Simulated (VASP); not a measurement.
Wanted: the native input for a VASP 6.6.1 run.

```yaml
Task: single point
Functional: PBEsol
Potentials_or_basis: VASP PAW PBE potentials, release 64 (I)
Cutoff: 520 eV
k_mesh: 18 × 18 × 18
Occupations: gaussian, width 0.1 eV
Spin: no spin polarisation
Dipole_correction: no
Further_INCAR_settings: ALGO = Normal; EDIFF = 1e-06; NBANDS = 10
```

The structure of I lies in POSCAR:

```
I
1.0
   -1.6404077006      1.6404077006      3.9414929055
    1.6404077006     -1.6404077006      3.9414929055
    1.6404077006      1.6404077006     -3.9414929055
I
1
Direct
    0.0000000000      0.0000000000      0.0000000000
```

This cell differs from its parent crystal: strained.

One way to write it, as run:

INCAR

```
  ALGO = Normal
  EDIFF = 1E-6
  ENCUT = 520
  GGA = PS
  ISIF = 2
  ISMEAR = 0
  LASPH = T
  LCHARG = T
  LELF = T
  LREAL = F
  LVHAR = T
  LWAVE = F
  NBANDS = 10
  NELM = 80
  PREC = Accurate
  SIGMA = 0.1
```

KPOINTS

```
k-points
0
Gamma
  18 18 18
```

Potentials or basis: VASP PAW PBE potentials, release 64 (I).

Command:

```console
$ cat potpaw_PBE.64/I/POTCAR > POTCAR
$ mpirun -np 1 vasp_std > vasp.out
```

Results of the run:

```json
{
  "Pressure": "-2.4 GPa",
  "Band gap on the k mesh": "zero (an odd number of electrons rules out a gap without spin polarisation)"
}
```

Caveat: the cell differs from its parent crystal (strained); the PAW data sets were made with another functional, which shifts forces and pressure a little; spin-orbit coupling is left out, which moves the levels of the heavy elements; an odd number of electrons without spin polarisation forces a metal; a magnetic or distorted state may lie lower.

Wall time 79 s on 1 thread of Intel(R) Xeon(R) 6975P-C (Granite Rapids), on a shared host, peak memory 0.34 GiB.
